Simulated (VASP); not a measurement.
Write the native input for VASP 6.6.1 that does the following.

- Task: single point
- Functional: PBEsol
- Potentials or basis: VASP PAW PBE potentials, release 64 (Zn, S)
- Cutoff: 520 eV
- k mesh: 8 × 8 × 5
- Occupations: fermi-dirac, width 0.05 eV
- Spin: no spin polarisation
- Dipole correction: no
- Further INCAR settings: ALGO = Normal; EDIFF = 1e-06; NBANDS = 26

The structure of ZnS (Wurtzite-2H) lies in POSCAR:

```
ZnS
1.0
    3.8857444663      0.0000000000      0.0000000000
   -1.9428722331      3.3651534204      0.0000000000
    0.0000000000      0.0000000000      6.3562663350
Zn S
2 2
Direct
    0.6666666667      0.3333333333      0.5000000000
    0.3333333333      0.6666666667      0.0000000000
    0.6666666667      0.3333333333      0.8850000000
    0.3333333333      0.6666666667      0.3850000000
```

This cell differs from its parent crystal: volume scaled by 1.06.

One way to write it, as run:

INCAR

```
SYSTEM = ZnS
PREC = Accurate
ENCUT = 520
EDIFF = 1E-6
ISMEAR = -1
SIGMA = 0.05
LREAL = .FALSE.
LASPH = .TRUE.
NELM = 100
ALGO = Normal
ISIF = 2
LWAVE = .FALSE.
LCHARG = .FALSE.
GGA = PS
NBANDS = 26
```

KPOINTS

```
Automatic mesh
0
G
  8 8 5
  0 0 0
```

Potentials or basis: VASP PAW PBE potentials, release 64 (Zn, S).

The run is started by

```sh
$ cat potpaw_PBE.64/Zn/POTCAR potpaw_PBE.64/S/POTCAR > POTCAR
$ mpirun -np 1 vasp_std > vasp.out
```

Results of the run:

```yaml
Pressure: -4.9 GPa
Largest_force: 0.244 eV/Å
Band_gap_on_the_k_mesh: 1.85 eV, direct
```

Caveat: the PAW data sets were made with another functional, which shifts forces and pressure a little.

It took 50 s on 1 thread of Intel(R) Xeon(R) Platinum 8259CL CPU @ 2.50GHz (Skylake/Cascade Lake) (shared host), peak memory 0.22 GiB.
